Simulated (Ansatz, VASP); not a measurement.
P in VASP and in Ansatz

```xyz
8
Lattice="0.0010 -0.0026 3.3110 1.7797 -5.6633 0.0024 7.3371 6.4152 -0.0048" Properties=species:S:1:pos:R:3 pbc="T T T"
P     4.1560    2.1833   -0.0032
P     8.7161    2.5577   -0.0044
P     3.4721   -1.5526    1.6566
P     6.2526    4.4859    1.6531
P     0.4027   -1.8112    0.0021
P     4.9593   -1.4336    0.0007
P     2.8666   -3.7333    1.6556
P     5.6437    2.3064    1.6519
```

Change from the starting cell: cell x2, atoms moved at random (sigma 0.1 Å) and cell strained at random (1.5 %), then relaxed without symmetry.

Alike in both runs: functional PBE; k mesh 6 × 4 × 4; occupations gaussian, width 0.2 eV; no spin polarisation.

Ansatz relaxed the structure, and its values are those at the end. VASP's run is a single point on that final structure, the one shown.

```csv
,VASP,Ansatz
version,VASP 6.6.1,Ansatz 0.2.0
potentials or method,"VASP PAW PBE potentials, release 64 (P), cutoff 520 eV","scalar-relativistic, plane waves, PAW"
valence electrons in the cell,40,40
```

Ansatz gave:

```
gap on the k mesh at the Fermi level (eV) : 0.25
least direct gap on the mesh (eV)         : 0.32
pressure (GPa)                            : 0.0
rms of the force components (eV/Å)        : 0.011
```

Task: Estimate VASP's values.

Result: gap on the k mesh at the Fermi level (eV): 0.27; least direct gap on the mesh (eV): 0.34; pressure (GPa): -0.3; rms of the force components (eV/Å): 0.039.

With one functional, cell and mesh, what is left measures potentials, basis and numerics.
